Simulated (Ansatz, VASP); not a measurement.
## One calculation of Zr, two programs

```
CELL_PARAMETERS angstrom
3.23200 0.00000 0.00000
-1.61600 2.79899 0.00000
0.00000 0.00000 5.14700
ATOMIC_POSITIONS crystal
Zr 0.66667 0.33333 0.75000
Zr 0.33333 0.66667 0.25000
```

Alike in both runs: task single point; functional PBE; k mesh 4 × 4 × 2; occupations fermi-dirac, width 0.03 eV; no spin polarisation.

|  | VASP | Ansatz |
| --- | --- | --- |
| version | VASP 6.6.1 | Ansatz 0.2.0 |
| potentials or method | VASP PAW PBE potentials, release 64 (Zr_sv), cutoff 520 eV | all-electron LAPW, scalar-relativistic |

|  | VASP | Ansatz | Ansatz less VASP |
| --- | --- | --- | --- |
| gap on the k mesh at the Fermi level (eV) | none | none | - |
| pressure (GPa) | 1.2 | 1.2 | +0.02 |
| traceless stress, the component that is largest in VASP (GPa) | -1.50 | -1.49 | +0.006 |

A gap of «none» marks a metal or a gap that the smearing closes. Ansatz ran all-electron here, and VASP with PAW potentials.

The k mesh is coarse, so the values compare programs but aren't converged. Noted on Ansatz's run: the k mesh is thin for a metal, which can move the energy by tens of meV per atom.
